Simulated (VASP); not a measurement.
Write the native input for VASP 6.6.1 that does the following.

```
Task                   : single point
Functional             : r2SCAN
Potentials or basis    : VASP PAW PBE potentials, release 64 (Zn, Au)
Cutoff                 : 520 eV
k mesh                 : 14 × 14 × 14
Occupations            : gaussian, width 0.1 eV
Spin                   : no spin polarisation
Dipole correction      : no
Further INCAR settings : ALGO = Normal; EDIFF = 1e-07; NBANDS = 18
```

ZnAu:

```
Zn Au
1.0
     3.02918    0.00000    0.00000
     0.00000    3.02918    0.00000
     0.00000    0.00000    3.02918
Zn Au
1 1
Direct
  0.50000 0.50000 0.50000
  0.00000 0.00000 0.00000
```

This cell differs from its parent crystal: strained.

The input as run:

POSCAR

```
ZnAu
1.0
    3.0291763200      0.0000000000      0.0000000000
    0.0000000000      3.0291763200      0.0000000000
    0.0000000000      0.0000000000      3.0291763200
Zn Au
1 1
Direct
    0.5000000000      0.5000000000      0.5000000000
    0.0000000000      0.0000000000      0.0000000000
```

INCAR.step1

```
PREC = Accurate ; ENCUT = 520
ISMEAR = 0 ; SIGMA = 0.1
LREAL = False ; LASPH = True
NELM = 80 ; NBANDS = 18
GGA = PE ; ALGO = Normal
EDIFF = 1E-4 ; LWAVE = True
LCHARG = False
```

INCAR.step2

```
PREC = Accurate ; ENCUT = 520
EDIFF = 1E-7 ; ISMEAR = 0
SIGMA = 0.1 ; LREAL = False
LASPH = True ; NELM = 80
ALGO = Normal ; ISIF = 2
LWAVE = False ; LCHARG = False
METAGGA = R2SCAN ; LMIXTAU = True
NBANDS = 18 ; ISTART = 1
```

KPOINTS

```
Automatic mesh
0
Gamma
  14 14 14
```

Potentials or basis: VASP PAW PBE potentials, release 64 (Zn, Au).

Command:

```sh
$ cat potpaw_PBE.64/Zn/POTCAR potpaw_PBE.64/Au/POTCAR > POTCAR
$ cp INCAR.step1 INCAR
$ mpirun -np 1 vasp_std > vasp.out
$ cp INCAR.step2 INCAR
$ mpirun -np 1 vasp_std > vasp.out
```

Results of the run:

```json
{
 "Pressure": "22.2 GPa",
 "Band gap on the k mesh": "zero (an odd number of electrons rules out a gap without spin polarisation)"
}
```

Caveat: the cell differs from its parent crystal (strained); the cell stands under pressure; the PAW data sets were made with another functional, which shifts forces and pressure a little; spin-orbit coupling is left out, which moves the levels of the heavy elements.

Run time: 61 s on 1 thread of Intel(R) Xeon(R) 6975P-C (Granite Rapids), on a shared host, peak memory 0.19 GiB.
